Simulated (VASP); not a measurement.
Runs of VASP 6.6.1 on AlRu. The structure is that of space group Pm-3m (No. 221), or close to it. The cells are those of the table. 

```tsv
cell	gap on the mesh (eV)	pressure (GPa)
a = 2.931 Å, 2 atoms	none	(b)
a = 2.951 Å, 2 atoms	none	8.0
a = 3.011 Å, 2 atoms	none	(a)
a = 2.992 Å, 2 atoms	none	-1.5
a = 3.031 Å, 2 atoms	none	-9.2
a = 3.050 Å, 2 atoms	none	-12.5
a = 2.972 Å, 2 atoms	none	3.0
```

Alike in all rows: task single point; level r2SCAN; potentials or basis VASP PAW PBE potentials, release 64 (Al, Ru_pv); no spin polarisation; k mesh 10 × 10 × 10; cutoff (eV) 520; smearing fermi-dirac 0.15 eV.

Question: Fill in the values left out.

Answer: (a) -5.6; (b) 13.6.

Caveats: the PAW data sets were made with another functional, which shifts forces and pressure a little.

A k mesh can miss the band edges, and the runs leave out spin-orbit coupling on Ru.

A gap of «none» marks levels without a gap at the run's occupations.
